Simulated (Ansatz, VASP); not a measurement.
One calculation of ZrTi3Si8, two programs

```
Zr Ti Si
1.0
     4.19671   -4.33945    0.00000
     4.19671    4.33945    0.00000
     0.00000    0.00000    4.88582
Zr Ti Si
1 3 8
Direct
  0.50000 0.50000 0.00000
  0.00000 0.50000 0.75182
  0.50000 0.00000 0.24818
  0.00000 0.00000 0.50000
  0.84489 0.33369 0.25694
  0.33369 0.84489 0.74306
  0.15511 0.66631 0.25694
  0.66631 0.15511 0.74306
  0.66936 0.66936 0.50000
  0.15687 0.15687 0.00000
  0.33064 0.33064 0.50000
  0.84313 0.84313 0.00000
```

Alike in both runs: task single point; functional PBE; k mesh 6 × 6 × 8; occupations gaussian, width 0.1 eV; no spin polarisation.

```csv
,VASP,Ansatz
version,VASP 6.6.1,Ansatz 0.2.0
potentials or method,"VASP PAW PBE potentials, release 64 (Zr_sv, Ti_sv, Si), cutoff 520 eV","scalar-relativistic, plane waves, PAW"
valence electrons in the cell,80,80
```

|  | VASP | Ansatz | Ansatz less VASP |
| --- | --- | --- | --- |
| gap on the k mesh at the Fermi level (eV) | none | none | - |
| pressure (GPa) | 0.0 | 0.0 | +0.01 |

A gap of «none» marks a metal or a gap that the smearing closes. With one functional, cell and mesh, what is left measures potentials, basis and numerics.
